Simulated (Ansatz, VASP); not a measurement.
One calculation of TiSi2, two programs

```
Ti Si
1.0
    -1.45409    1.68522    4.13751
     1.45409   -1.68522    4.13751
     1.45409    1.68522   -4.13751
Ti Si
1 2
Direct
  0.00000 0.00000 0.00000
  0.31884 0.31884 0.00000
  0.68116 0.68116 0.00000
```

Alike in both runs: task single point; functional LDA; k mesh 18 × 18 × 18; occupations gaussian, width 0.15 eV; no spin polarisation.

|  | VASP | Ansatz |
| --- | --- | --- |
| version | VASP 6.6.1 | Ansatz 0.2.0 |
| potentials or method | VASP PAW LDA potentials, release 64 (Ti_sv, Si), cutoff 520 eV | scalar-relativistic, plane waves, PAW |
| valence electrons in the cell | 20 | 20 |

|  | VASP | Ansatz | Ansatz less VASP |
| --- | --- | --- | --- |
| gap on the k mesh at the Fermi level (eV) | none | none | - |
| pressure (GPa) | 0.8 | 0.6 | -0.21 |
| traceless stress, the component that is largest in VASP (GPa) | -2.52 | -2.54 | -0.016 |
| rms of the force components (eV/Å) | 0.466 | 0.467 | +0.0006 |

Ansatz warns that its potentials were made for another functional, while VASP's fit it. LDA's correlation is that of Perdew and Zunger in VASP and of Perdew and Wang (1992) in Ansatz. Atom by atom the forces differ by 0.001 eV/Å (rms over components). A gap of «none» marks a metal or a gap that the smearing closes.
